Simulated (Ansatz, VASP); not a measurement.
**Two plane-wave programs on C**

Contents of INCAR:

```
  PREC = Accurate
  ENCUT = 600
  EDIFF = 1E-6
  ISMEAR = 0
  SIGMA = 0.01
  LREAL = F
  LASPH = T
  NELM = 120
  ALGO = Normal
  ISIF = 2
  LWAVE = F
  LCHARG = F
  GGA = CA
  NBANDS = 11
  GGA_COMPAT = F
```

The input KPOINTS:

```
regular mesh
0
Gamma
  9 9 9
```

File POSCAR:

```
C
1.0
    0.0197327715      1.7589940041      1.7589940041
    1.7589940041      0.0197327715      1.7589940041
    1.7589940041      1.7589940041      0.0197327715
C
2
Direct
    0.0002018756      0.0002018756      0.0002018756
    0.2497981244      0.2497981244      0.2497981244
```

Input for Ansatz:

```yaml
crystal:
  lattice:
    - [0.0197327715, 1.7589940041, 1.7589940041]
    - [1.7589940041, 0.0197327715, 1.7589940041]
    - [1.7589940041, 1.7589940041, 0.0197327715]
  atoms:
    - { symbol: C, position: [0.0002018756, 0.0002018756, 0.0002018756] }
    - { symbol: C, position: [0.2497981244, 0.2497981244, 0.2497981244] }
basis:
  ecutwfc: 420
kpoints:
  mp_grid: { grid: [9, 9, 9] }
  band_path:
    path:
      - [0.0, 0.0, 0.0]
      - [0.0, 0.0, 0.0]
      - [0.0, 0.0, 0.0]
      - [0.0, 0.0, 0.0]
      - [0.0, 0.0, 0.0]
      - [0.0, 0.0, 0.0]
      - [0.0, 0.0, 0.0]
      - [0.0, 0.0, 0.0]
      - [0.0, 0.0, 0.0]
      - [0.0, 0.0, 0.0]
      - [0.0, 0.0, 0.0]
      - [0.0, 0.0, 0.0]
      - [0.0, 0.0, 0.0]
      - [0.0, 0.0, 0.0]
      - [0.0, 0.0, 0.0]
      - [0.0, 0.0, 0.0]
      - [0.0, 0.0, 0.0]
      - [0.0, 0.0, 0.0]
      - [0.0, 0.0, 0.0]
      - [0.0, 0.0, 0.0]
      - [0.0, 0.0, 0.0]
      - [0.0, 0.0, 0.0]
      - [0.0, 0.0, 0.0]
      - [0.0, 0.0, 0.0]
      - [0.0, 0.0, 0.0]
      - [0.0, 0.0, 0.0]
      - [0.3, 0.3, 0.0]
      - [0.3166666667, 0.3166666667, 0.0]
      - [0.3333333333, 0.3333333333, 0.0]
      - [0.35, 0.35, 0.0]
      - [0.3666666667, 0.3666666667, 0.0]
      - [0.3833333333, 0.3833333333, 0.0]
      - [0.4, 0.4, 0.0]
      - [0.4166666667, 0.4166666667, 0.0]
      - [0.4333333333, 0.4333333333, 0.0]
      - [0.45, 0.45, 0.0]
      - [0.4666666667, 0.4666666667, 0.0]
      - [0.4833333333, 0.4833333333, 0.0]
      - [0.5, 0.5, 0.0]
      - [0.0, 0.3, 0.3]
      - [0.0, 0.3166666667, 0.3166666667]
      - [0.0, 0.3333333333, 0.3333333333]
      - [0.0, 0.35, 0.35]
      - [0.0, 0.3666666667, 0.3666666667]
      - [0.0, 0.3833333333, 0.3833333333]
      - [0.0, 0.4, 0.4]
      - [0.0, 0.4166666667, 0.4166666667]
      - [0.0, 0.4333333333, 0.4333333333]
      - [0.0, 0.45, 0.45]
      - [0.0, 0.4666666667, 0.4666666667]
      - [0.0, 0.4833333333, 0.4833333333]
      - [0.0, 0.5, 0.5]
      - [0.5, 0.5, 0.5]
      - [0.5, 0.5, 0.5]
      - [0.5, 0.5, 0.5]
      - [0.5, 0.5, 0.5]
      - [0.5, 0.5, 0.5]
      - [0.5, 0.5, 0.5]
      - [0.5, 0.5, 0.5]
      - [0.5, 0.5, 0.5]
      - [0.5, 0.5, 0.5]
      - [0.5, 0.5, 0.5]
      - [0.5, 0.5, 0.5]
      - [0.5, 0.5, 0.5]
      - [0.5, 0.5, 0.5]
      - [0.0, 0.0, 0.5]
      - [0.0, 0.0, 0.5]
      - [0.0, 0.0, 0.5]
      - [0.0, 0.0, 0.5]
      - [0.0, 0.0, 0.5]
      - [0.0, 0.0, 0.5]
      - [0.0, 0.0, 0.5]
      - [0.0, 0.0, 0.5]
      - [0.0, 0.0, 0.5]
      - [0.0, 0.0, 0.5]
      - [0.0, 0.0, 0.5]
      - [0.0, 0.0, 0.5]
      - [0.0, 0.0, 0.5]
    npoints: 1
hamiltonian:
  xc: lda
  pseudopotentials: { kind: paw, azcp: { folder: soft_1 } }
scf:
  occupations: { method: fixed }
  n_extra_bands: 5
output:
  eigenvalues: true
```

Alike in both runs: task single point; functional LDA; k mesh 9 × 9 × 9; no spin polarisation.

|  | VASP | Ansatz |
| --- | --- | --- |
| version | VASP 6.6.1 | Ansatz 0.2.0 |
| potentials or method | VASP PAW LDA potentials, release 64 (C), cutoff 600 eV | scalar-relativistic, plane waves, PAW |
| occupations | gaussian, width 0.01 eV | fixed |
| valence electrons in the cell | 8 | 8 |

```tsv
	VASP	Ansatz	Ansatz less VASP
gap on the k mesh at the Fermi level (eV)	4.23	4.24	+0.005
least direct gap on the mesh (eV)	5.34	5.34	-0.002
```

Ansatz warns that its potentials were made for another functional, while VASP's fit it. LDA's correlation is that of Perdew and Zunger in VASP and of Perdew and Wang (1992) in Ansatz.
